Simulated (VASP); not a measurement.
A run of VASP 6.6.1:

Contents of INCAR:

```
ALGO = Fast
EDIFF = 1E-6
ENCUT = 520
GGA = PS
ISIF = 2
ISMEAR = 0
LASPH = T
LCHARG = F
LREAL = F
LWAVE = F
NBANDS = 11
NELM = 80
PREC = Accurate
SIGMA = 0.15
```

The input KPOINTS:

```
k-points
0
Gamma
  16 16 16
```

Contents of POSCAR:

```
Ba
1.0
   -2.4218232654      2.4218232654      2.6640055919
    2.4218232654     -2.4218232654      2.6640055919
    2.4218232654      2.4218232654     -2.6640055919
Ba
1
Direct
    0.0000000000      0.0000000000      0.0000000000
```

Potentials or basis: VASP PAW PBE potentials, release 64 (Ba_sv).

Run with:

```sh
$ cat potpaw_PBE.64/Ba_sv/POTCAR > POTCAR
$ mpirun -np 1 vasp_std > vasp.out
```

Hardware: 1 thread of Intel(R) Xeon(R) 6975P-C (Granite Rapids), on a shared host.

Q: Estimate the wall time of this run.

A: Wall time 55 s on 1 thread of Intel(R) Xeon(R) 6975P-C (Granite Rapids), with other jobs on the host, peak memory 0.35 GiB. Counts: scf iterations 11, k points 349.
